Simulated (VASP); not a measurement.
The system is Rb2BrCl.

```xyz
4
Lattice="2.3534 1.3587 7.8205 -2.3534 1.3587 7.8205 0.0000 -2.7175 7.8205" Properties=species:S:1:pos:R:3 pbc="T T T"
Cl    2.3534    1.3587    7.8205
Br    0.0000    0.0000   11.7308
Rb    0.0000    0.0000    5.9589
Rb    0.0000    0.0000   17.5027
```

This cell differs from its parent crystal: biaxial xy strain -1.6%.

Base run:

| Property | Result |
| --- | --- |
| Program | VASP 6.6.1 |
| Functional | r2SCAN |
| Potentials or basis | VASP PAW PBE potentials, release 64 (Cl, Br, Rb_sv) |
| Cutoff | 520 eV |
| k mesh | 6 × 6 × 6 |
| Occupations | gaussian, width 0.01 eV |
| Spin | no spin polarisation |

Its results: band gap on the k mesh 5.10 eV; pressure 0.6 GPa.

Question: The run is repeated on the same cell with these changes: functional from r2SCAN to PBE; occupations from gaussian, width 0.01 eV to fermi-dirac, width 0.02 eV. What comes out?

Answer: Band gap on the k mesh 4.51 eV; pressure 1.1 GPa.

Caveats: the PAW data sets were made with another functional, which shifts forces and pressure a little (at least some runs).

A k mesh can miss the band edges.
